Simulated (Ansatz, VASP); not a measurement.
**Two plane-wave programs on SiC**

```
Si C
1.0
     0.00000    2.18000    2.18000
     2.18000    0.00000    2.18000
     2.18000    2.18000    0.00000
Si C
1 1
Cartesian
  0.0000 0.0000 0.0000
  1.0900 1.0900 1.0900
```

Alike in both runs: task single point; functional r2SCAN; k mesh 10 × 10 × 10; no spin polarisation.

```csv
,VASP,Ansatz
version,VASP 6.6.1,Ansatz 0.2.0
potentials or method,"VASP PAW PBE potentials, release 64 (Si, C), cutoff 660 eV","scalar-relativistic, plane waves, PAW"
occupations,"gaussian, width 0.01 eV",fixed
valence electrons in the cell,8,8
```

VASP gave:

* gap on the k mesh at the Fermi level (eV): 1.73
* least direct gap on the mesh (eV): 5.06
* pressure (GPa): -1.0

Question: Estimate Ansatz's values.

Answer: gap on the k mesh at the Fermi level (eV): 1.71; least direct gap on the mesh (eV): 5.04; pressure (GPa): -0.6.

VASP's potentials were made for PBE, not for r2SCAN.
